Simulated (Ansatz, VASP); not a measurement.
## One calculation of NiO, two programs

```xyz
2
Lattice="0.0000 2.0859 2.0859 2.0859 0.0000 2.0859 2.0859 2.0859 0.0000" Properties=species:S:1:pos:R:3 pbc="T T T"
Ni    0.0000    0.0000    0.0000
O     2.0859    2.0859    2.0859
```

Alike in both runs: task single point; functional PBE; k mesh 6 × 6 × 6; occupations gaussian, width 0.05 eV; collinear spin; Hubbard terms Ni d U = 6.2 eV.

|  | VASP | Ansatz |
| --- | --- | --- |
| version | VASP 6.6.1 | Ansatz 0.2.0 |
| potentials or method | VASP PAW PBE potentials, release 64 (Ni, O), cutoff 520 eV | scalar-relativistic, plane waves, PAW |
| valence electrons in the cell | 16 | 24 |

```csv
,VASP,Ansatz,Ansatz less VASP
gap on the k mesh at the Fermi level (eV),2.51,2.22,-0.293
least direct gap on the mesh (eV),3.20,2.98,-0.223
pressure (GPa),3.4,14.3,+10.93
net moment per atom (μB),1.00,1.00,0.000
size of the moment on the site where the two differ most (μB),1.82,1.72,-0.103
```

Site moments also hang on the region over which each program counts them. The programs project onto different local orbitals, so the same U acts differently, and such runs can settle in different states. VASP's potentials hold 16 valence electrons a cell and Ansatz's 24, so a difference there can come from the potentials and not from the codes.

The k mesh is coarse, so the values compare programs but aren't converged.
